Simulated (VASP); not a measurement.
Input of a VASP 6.6.1 run:

Contents of INCAR:

```
SYSTEM = ZrTi5C6
ALGO = Normal
EDIFF = 1E-6
ENCUT = 520
GGA = PE
ISIF = 2
ISMEAR = 0
LASPH = .TRUE.
LCHARG = .TRUE.
LELF = .TRUE.
LREAL = .FALSE.
LVHAR = .TRUE.
LWAVE = .FALSE.
NBANDS = 60
NELM = 60
PREC = Accurate
SIGMA = 0.1
```

File KPOINTS:

```
k-points
0
G
  12 12 4
  0 0 0
```

Contents of POSCAR:

```
ZrTi5C6
1.0
    3.1239200805      0.0000000000      0.0000000000
    0.0000000000      3.1239200805      0.0000000000
    0.0000000000      0.0000000000     13.1798730058
Zr Ti C
1 5 6
Direct
    0.5000000000      0.5000000000      0.0000000000
    0.0000000000      0.0000000000      0.8251531717
    0.0000000000      0.0000000000      0.1748468283
    0.5000000000      0.5000000000      0.3373604124
    0.0000000000      0.0000000000      0.5000000000
    0.5000000000      0.5000000000      0.6626395876
    0.0000000000      0.0000000000      0.0000000000
    0.5000000000      0.5000000000      0.1754272495
    0.0000000000      0.0000000000      0.3366852520
    0.5000000000      0.5000000000      0.5000000000
    0.0000000000      0.0000000000      0.6633147480
    0.5000000000      0.5000000000      0.8245727505
```

Potentials or basis: VASP PAW PBE potentials, release 64 (Zr_sv, Ti_sv, C).

The run is started by

```console
$ cat potpaw_PBE.64/Zr_sv/POTCAR potpaw_PBE.64/Ti_sv/POTCAR potpaw_PBE.64/C/POTCAR > POTCAR
$ mpirun -np 1 vasp_std > vasp.out
```

(1) What does it give for the pressure?

(2) What does it give for the largest force?

Results:

(1) 0.2 GPa.

(2) 0.004 eV/Å.
